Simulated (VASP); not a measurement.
Input of a VASP 6.6.1 run:

File INCAR:

```
PREC = Accurate ; ENCUT = 520
EDIFF = 1E-6 ; ISMEAR = 0
SIGMA = 0.01 ; LREAL = Auto
LASPH = T ; NELM = 100
ALGO = Normal ; ISIF = 2
LWAVE = F ; LCHARG = F
GGA = PE ; IBRION = 2
NSW = 65 ; EDIFFG = -0.025
NELECT = 132.0
```

KPOINTS

```
regular mesh
0
Gamma
  1 1 1
```

POSCAR

```
Ga7P8
1.0
    0.0000000000      5.5051169776     -5.5051169776
    5.5051169776      5.5051169776      0.0000000000
    5.5051169776      0.0000000000     -5.5051169776
Ga P
7 8
Direct
    0.4958349720      0.0041650280     -0.0041650280
    1.0041650280      0.4958349720     -0.0041650280
    1.0041650280      0.0041650280     -0.0041650280
    0.4958349720      0.4958349720      0.5041650280
    0.4958349720      0.0041650280      0.5041650280
    1.0041650280      0.4958349720      0.5041650280
    1.0000000000      0.0000000000      0.5000000000
    0.3711619649      0.3711619649      0.3865141054
    0.3753368157      0.8748877281      0.3748877281
    0.8748877281      0.3753368157      0.3748877281
    0.8748877281      0.8748877281      0.3748877281
    0.3711619649      0.3711619649      0.8711619649
    0.3711619649      0.8865141054      0.8711619649
    0.8865141054      0.3711619649      0.8711619649
    0.8748877281      0.8748877281      0.8753368157
```

Potentials or basis: VASP PAW PBE potentials, release 64 (Ga_d, P).

Launch:

```sh
$ cat potpaw_PBE.64/Ga_d/POTCAR potpaw_PBE.64/P/POTCAR > POTCAR
$ mpirun -np 1 vasp_gam > vasp.out
```

**Question.** Predict the energy gained by relaxing.

**Answer.** 0.4 meV/atom.

Forces in eV/Å, atoms in the order of the input:
```
Ga   0.000  0.000 -0.007
Ga   0.007  0.000  0.000
Ga   0.000 -0.007  0.000
Ga   0.000  0.007  0.000
Ga  -0.007  0.000  0.000
Ga   0.000  0.000  0.007
Ga   0.000  0.000  0.000
P   -0.002  0.002  0.002
P   -0.009  0.009 -0.009
P    0.009  0.009  0.009
P   -0.009 -0.009  0.009
P    0.002  0.002 -0.002
P   -0.002 -0.002 -0.002
P    0.002 -0.002  0.002
P    0.009 -0.009 -0.009
```

Caveat: the k points lie up to 0.99 Å⁻¹ apart; the cell carries a net charge on a neutralising background, which shifts energy and pressure.
